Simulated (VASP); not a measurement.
# Ti (Fm-3m) in VASP: a series of runs, part 2 of 2

VASP 6.6.1. Earlier steps stand in the parts before.

### Step 4. Relaxation of cell and atoms, PBE, target pressure 38 GPa, at which the enthalpy is minimised

INCAR reads:

```
SYSTEM = Ti
  ALGO = Normal
  EDIFF = 1E-6
  EDIFFG = -0.005
  ENCUT = 600
  GGA = PE
  IBRION = 2
  ISIF = 3
  ISMEAR = -1
  LASPH = .True.
  LCHARG = .False.
  LREAL = .False.
  LWAVE = .False.
  NELM = 100
  NSW = 60
  PREC = Accurate
  PSTRESS = 380.0
  SIGMA = 0.1
```

KPOINTS reads:

```
k-points
0
Gamma
  17 17 17
  0 0 0
```

POSCAR reads:

```
Ti
1.0
    0.0000000000      1.8997782714      1.8997782714
    1.8997782714      0.0000000000      1.8997782714
    1.8997782714      1.8997782714      0.0000000000
Ti
1
Direct
    0.0000000000      0.0000000000      0.0000000000
```

Potentials or basis: VASP PAW PBE potentials, release 64 (Ti_sv).

The run is started by

```bash
cat potpaw_PBE.64/Ti_sv/POTCAR > POTCAR
mpirun -np 1 vasp_std > vasp.out
```

OUTCAR:

```text
SYSTEM = Ti
   EDIFF = 1E-6
   EDIFFG = -0.005
   ENCUT = 600
   GGA = PE
   IBRION = 2
   ISIF = 3
   ISMEAR = -1
   LASPH = .True.
   LREAL = .False.
   NELM = 100
   NSW = 60
   PREC = Accurate
   PSTRESS = 380.0

 ion  position               nearest neighbor table
   1  0.000  0.000  0.000-

  LATTYP: Found a face centered cubic cell.
 ALAT       =     3.7995565428

  Lattice vectors:

 A1 = (   0.0000000000,   1.8997782714,   1.8997782714)
 A2 = (   1.8997782714,   0.0000000000,   1.8997782714)
 A3 = (   1.8997782714,   1.8997782714,   0.0000000000)

Analysis of symmetry for initial positions (statically):
=====================================================================
 Subroutine PRICEL returns:
 Original cell was already a primitive cell.

 Routine SETGRP: Setting up the symmetry group for a
 face centered cubic supercell.

 Subroutine GETGRP returns: Found 48 space group operations
 (whereof 48 operations were pure point group operations)
 out of a pool of 48 trial point group operations.

The static configuration has the point symmetry O_h .

Analysis of symmetry for dynamics (positions and initial velocities):
=====================================================================
 Subroutine PRICEL returns:
[... 164 lines left out ...]
  Total        3.1915960      3.1915960      3.1915960      0.0000000      0.0000000     -0.0000000
  in kB      372.8891581    372.8891581    372.8891581      0.0000000      0.0000000     -0.0000000
  external PRESSURE =      -7.1108419 kB  Pullay stress =     380.0000000 kB
[... 98 lines left out ...]
--------------------------------------- Ionic step        4  -------------------------------------------

 number of electron      11.9999999 magnetization

 Free energy of the ion-electron system (eV)
  ---------------------------------------------------
  ext. energy  EPLUGINS =         0.00000000
  ---------------------------------------------------
  free energy    TOTEN  =        -7.43486828 eV

  energy without entropy =       -7.39285652  energy(sigma->0) =       -7.41386240

 E-fermi :  11.0293     XC(G=0): -12.6724

 val. band max:       11.0211878886   @ k =  -0.2941   0.0588   0.0000
 cond. band min:      11.0369788540   @ k =  -0.2353   0.2353   0.0000
 fundamental gap:      0.0157909654
 Fermi energy:        11.0292918310

 k-point     1 :       0.0000    0.0000    0.0000
  band No.  band energies     occupation
      1     -45.3693      2.00000
      2     -20.8119      2.00000
      3     -20.8119      2.00000
      4     -20.8119      2.00000
      5       4.4625      2.00000
      6      12.0001      0.00012
      7      12.0001      0.00012
      8      12.0001      0.00012
      9      14.2474      0.00000
     10      14.2474      0.00000
[... 287 lines left out ...]
 k-point    24 :      -0.1176    0.0588    0.0000
  band No.  band energies     occupation
      1     -45.3076      2.00000
      2     -21.0932      2.00000
      3     -20.8803      2.00000
      4     -20.8324      2.00000
      5       5.3244      2.00000
      6      11.4559      0.02767
      7      12.2990      0.00001
      8      12.3041      0.00001
      9      13.8595      0.00000
     10      14.2871      0.00000

 [... further k-points ...]
[... 5 lines left out ...]
  --------------------------------------------------------------------------------------
  -------------------------------------------------------------------------------------
  Total        3.2458905      3.2458905      3.2458905      0.0000000     -0.0000000      0.0000000
  in kB      380.3432049    380.3432049    380.3432049      0.0000000     -0.0000000      0.0000000
  external PRESSURE =       0.3432049 kB  Pullay stress =     380.0000000 kB
[... 20 lines left out ...]
  energy  without entropy=       -7.3928565191  energy(sigma->0) =       -7.41386240

  enthalpy is  TOTEN    =        -4.1919067108 eV   P V=        3.2429615643

 reached required accuracy - stopping structural energy minimisation
```

OSZICAR:

```text
N       E                     dE             d eps       ncg     rms          rms(c)
DAV:   1     0.828742379365E+02    0.82874E+02   -0.75365E+03  3300   0.168E+03
DAV:   2    -0.380645735464E+01   -0.86681E+02   -0.85013E+02  3384   0.334E+02
[... 30 lines left out ...]
   3 F= -.41919094E+01 E0= -.41709165E+01  d E =-.107546E-03
       N       E                     dE             d eps       ncg     rms          rms(c)
DAV:   1    -0.743490579233E+01   -0.15529E-02   -0.88086E-04  3344   0.483E-01    0.583E-02
DAV:   2    -0.743486871766E+01    0.37075E-04   -0.12250E-04  3696   0.162E-01    0.123E-02
DAV:   3    -0.743486742330E+01    0.12944E-05   -0.15920E-05  3648   0.373E-02    0.482E-03
DAV:   4    -0.743486827513E+01   -0.85183E-06   -0.26539E-06  3664   0.124E-02
   4 F= -.41919067E+01 E0= -.41709008E+01  d E =-.104877E-03
```

CONTCAR:

```text
Ti
   1.00000000000000
    -0.0000000000000000    1.8979274066252034    1.8979274066252034
     1.8979274066252034    0.0000000000000000    1.8979274066252034
     1.8979274066252034    1.8979274066252034   -0.0000000000000000
  Ti
     1
Direct
     0.0000000000000000    0.0000000000000000    0.0000000000000000

  0.00000000E+00  0.00000000E+00  0.00000000E+00
```

Run time: 97 s. Hardware: 1 thread of Intel Xeon 6975P-C, shared host; peak memory 0.16 GiB.

Results:

| Property | Result |
| --- | --- |
| Free energy | -7.4349 eV |
| Relaxed volume | 13.67 Å³/atom |
| Relaxed cell | a = 2.684 Å, b = 2.684 Å, c = 2.684 Å, α = 60.00°, β = 60.00°, γ = 60.00° |
| Space group after relaxing (to 0.05 Å) | Fm-3m (No. 225) |
| Energy change on relaxing (the enthalpy is what falls) | +9.4 meV/atom |
| Ionic steps | 4 |
| Pressure after relaxing | 38.0 GPa |
| Band gap on the k mesh | zero (band 6 reaches 12.00 eV, above the bottom of band 7 at 10.46 eV) |

The path:
```csv
step,energy change (eV),largest force (eV/Å),pressure (GPa),volume (Å³)
1,0.0000,0.0000,37.29,13.71
2,0.0287,0.0000,39.18,13.59
3,0.0109,0.0000,38.11,13.67
4,0.0094,0.0000,38.03,13.67
```

Final structure:
```cif
data_structure
_symmetry_space_group_name_H-M 'P 1'
_symmetry_Int_Tables_number 1
_cell_length_a 2.6841
_cell_length_b 2.6841
_cell_length_c 2.6841
_cell_angle_alpha 60.000
_cell_angle_beta 60.000
_cell_angle_gamma 60.000
_cell_volume 13.67
loop_
_atom_site_label
_atom_site_type_symbol
_atom_site_fract_x
_atom_site_fract_y
_atom_site_fract_z
_atom_site_occupancy
Ti1 Ti 0.00000 0.00000 0.00000 1
```

Caveat: the cell is relaxed towards a set pressure, so the enthalpy falls and the energy may rise.

### Step 5. The runs side by side

```tsv
task	cell	cutoff (eV)	gap on the mesh (eV)	pressure (GPa)
single point	a = 2.687 Å, angles 60.0°, 1 atom	520	none	37.3
single point	a = 2.910 Å, angles 60.0°, 1 atom	520	none	-0.3
relaxation of cell and atoms	relaxed to 38 GPa from a = 2.687 Å, angles 60.0°, 1 atom	600	none	38.0
```

Alike in all rows: level PBE; potentials or basis VASP PAW PBE potentials, release 64 (Ti_sv); no spin polarisation; k mesh 17 × 17 × 17; smearing fermi-dirac 0.1 eV.

Caveats: the cell is relaxed towards a set pressure, so the enthalpy falls and the energy may rise (some runs).

Absolute energies hang on the potentials; compare differences alone.
